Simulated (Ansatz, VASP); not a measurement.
**WS2 in VASP and in Ansatz**

```
W S
1.0
     3.15421    0.00000    0.00000
    -1.57710    2.73162    0.02049
     0.00000    0.09105   12.13990
W S
2 4
Direct
  0.33333 0.66667 0.25000
  0.66667 0.33333 0.75000
  0.33333 0.66667 0.62029
  0.66667 0.33333 0.12029
  0.33333 0.66667 0.87971
  0.66667 0.33333 0.37971
```

Change from the starting cell: strain +0.0150 x Voigt [0, 0, 0, 1, 0, 0], atoms carried along.

Alike in both runs: task single point; functional PBE; dispersion D3(BJ); k mesh 12 × 12 × 4; occupations gaussian, width 0.05 eV; no spin polarisation.

```csv
,VASP,Ansatz
version,VASP 6.6.1,Ansatz 0.2.0
potentials or method,"VASP PAW PBE potentials, release 64 (W_sv, S), cutoff 520 eV","scalar-relativistic, plane waves, PAW"
valence electrons in the cell,52,52
```

VASP gave:

```
gap on the k mesh at the Fermi level (eV)                     : 0.90
least direct gap on the mesh (eV)                             : 1.83
pressure (GPa)                                                : 0.0
traceless stress, the component that is largest in VASP (GPa) : -2.40
rms of the force components (eV/Å)                            : 0.108
```

Q: Which values does Ansatz return?

A: gap on the k mesh at the Fermi level (eV): 0.89; least direct gap on the mesh (eV): 1.83; pressure (GPa): 0.0; traceless stress, the component that is largest in VASP (GPa): -2.40; rms of the force components (eV/Å): 0.108.

Atom by atom the forces differ by 0.001 eV/Å (rms over components).

Neither program's run includes spin-orbit coupling.
